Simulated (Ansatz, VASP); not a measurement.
Ge2Bi2S: VASP beside Ansatz

```
Ge Bi S
1.0
     4.09555    0.00000    0.00000
    -2.04778    3.54685    0.00000
     0.00000    0.00000    8.88129
Ge Bi S
2 2 1
Cartesian
  0.0000 0.0000 1.2005
  0.0000 0.0000 7.6808
  0.0000 2.3646 8.3031
  2.0478 1.1823 0.5782
  0.0000 0.0000 4.4406
```

Alike in both runs: task relaxation of cell and atoms; functional PBE; k mesh 6 × 6 × 2; occupations gaussian, width 0.1 eV; no spin polarisation.

|  | VASP | Ansatz |
| --- | --- | --- |
| version | VASP 6.6.1 | Ansatz 0.2.0 |
| potentials or method | VASP PAW PBE potentials, release 64 (Ge_d, Bi_d, S), cutoff 600 eV | scalar-relativistic, plane waves, PAW |
| valence electrons in the cell | 64 | 64 |

```csv
,VASP,Ansatz,Ansatz less VASP
"gap on the k mesh at the Fermi level, each at its own relaxed structure (eV)",none,none,-
relaxed volume (Å³/atom),33.11,33.12,+0.010
relaxed length of the cell vector where the two differ most in proportion (Å),8.827,8.844,+0.0171
```

A gap of «none» marks a metal or a gap that the smearing closes.

Neither program's run includes spin-orbit coupling. Noted on VASP's run: the volume moved by over 15 % at a fixed basis, so the end points are rough.
